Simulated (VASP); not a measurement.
## Si (a cell with a defect): single point with LDA

Si (a cell with a defect):

```
Si
1.0
     0.00000    5.43000    5.43000
     5.43000    0.00000    5.43000
     5.43000    5.43000    0.00000
Si
17
Cartesian
  0.0003 -0.0073 -0.0046
  1.3189 1.3555 1.3583
  2.6884 2.7342 -0.0205
  4.0674 4.1037 1.3579
  2.6885 -0.0233 2.7370
  4.0673 1.3552 4.1065
  5.4454 2.7334 2.7361
  6.7813 4.0701 4.0729
  0.0003 2.7183 2.7211
  1.3530 4.0707 4.0730
  2.7052 5.4231 2.7206
  4.0675 6.7857 4.0400
  2.7050 2.7182 5.4255
  4.0674 4.0371 6.7884
  5.4458 5.4071 5.4099
  6.8158 6.7855 6.7880
  4.0661 6.7851 6.7878
```

```
Program             : VASP 6.6.1
Task                : single point
Functional          : LDA
Potentials or basis : VASP PAW LDA potentials, release 64 (Si)
Cutoff              : 520 eV
k mesh              : 2 × 2 × 2
Occupations         : gaussian, width 0.05 eV
Spin                : no spin polarisation
```

```yaml
Pressure: 1.7 GPa
Largest_force: 0.010 eV/Å
Band_gap_on_the_k_mesh: zero (bands 34 and 35 overlap by 0.24 eV)
```

Forces in eV/Å, atoms in the order of the input:
```
Si   0.001 -0.001 -0.002
Si   0.003 -0.001  0.000
Si  -0.005  0.005 -0.006
Si  -0.001 -0.002  0.000
Si  -0.006 -0.005  0.005
Si  -0.001  0.000 -0.002
Si   0.004  0.004  0.004
Si   0.004  0.002  0.000
Si   0.001  0.001  0.001
Si   0.002  0.001  0.000
Si  -0.004 -0.003  0.003
Si  -0.001  0.000  0.002
Si  -0.003  0.001 -0.002
Si  -0.002  0.002  0.001
Si   0.004 -0.005 -0.005
Si  -0.002 -0.001  0.001
Si   0.005  0.002  0.001
```

Levels at points of the mesh, in eV from the Fermi level:
| k point | band 31 | band 32 | band 33 | band 34 | band 35 | band 36 | band 37 | band 38 |
| --- | --- | --- | --- | --- | --- | --- | --- | --- |
| (0.00, 0.00, 0.00) | -0.76 | -0.76 | -0.76 | -0.22 | -0.22 | -0.22 | 0.06 | 0.06 |
| (0.50, 0.00, 0.00) | -1.51 | -1.36 | -1.36 | -0.34 | 0.54 | 0.54 | 0.88 | 0.88 |
| (0.00, 0.50, 0.00) | -1.51 | -1.36 | -1.36 | -0.34 | 0.54 | 0.54 | 0.88 | 0.88 |
| (0.00, 0.00, 0.50) | -1.51 | -1.36 | -1.36 | -0.34 | 0.54 | 0.54 | 0.88 | 0.88 |
| (0.50, 0.50, 0.50) | -1.51 | -1.36 | -1.36 | -0.34 | 0.54 | 0.54 | 0.88 | 0.88 |
| (0.50, 0.50, 0.00) | -1.95 | -1.81 | -0.97 | 0.02 | 0.72 | 1.03 | 1.03 | 1.14 |
| (0.00, 0.50, 0.50) | -1.95 | -1.81 | -0.97 | 0.02 | 0.72 | 1.03 | 1.03 | 1.14 |
| (0.50, 0.00, 0.50) | -1.95 | -1.81 | -0.97 | 0.02 | 0.72 | 1.03 | 1.03 | 1.14 |

Wall time 90 s on 1 thread of Intel(R) Xeon(R) 6975P-C (Granite Rapids), with other jobs on the host, peak memory 0.37 GiB.

Caveat: the k points lie up to 0.50 Å⁻¹ apart.
